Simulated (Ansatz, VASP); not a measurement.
## One calculation of Cu2H3, two programs

```
CELL_PARAMETERS angstrom
4.40443 0.00000 0.00000
-2.20221 3.81435 0.00000
0.00000 0.00000 2.73581
ATOMIC_POSITIONS crystal
Cu 0.33333 0.66667 0.00000
Cu 0.66667 0.33333 0.00000
H 0.00000 0.00000 0.82717
H 0.00000 0.00000 0.17283
H 0.00000 0.00000 0.50000
```

Alike in both runs: functional PBE; k mesh 12 × 12 × 14; occupations gaussian, width 0.1 eV; no spin polarisation.

Ansatz relaxed the structure, and its values are those at the end. VASP's run is a single point on that final structure, the one shown.

```csv
,VASP,Ansatz
version,VASP 6.6.1,Ansatz 0.2.0
potentials or method,"VASP PAW PBE potentials, release 64 (Cu, H), cutoff 520 eV","scalar-relativistic, plane waves, PAW"
valence electrons in the cell,25,41
```

|  | VASP | Ansatz | Ansatz less VASP |
| --- | --- | --- | --- |
| gap on the k mesh at the Fermi level (eV) | none | none | - |
| pressure (GPa) | 0.0 | 0.0 | +0.01 |

A gap of «none» marks a metal or a gap that the smearing closes. With one functional, cell and mesh, what is left measures potentials, basis and numerics. VASP's potentials hold 25 valence electrons a cell and Ansatz's 41, so a difference there can come from the potentials and not from the codes.
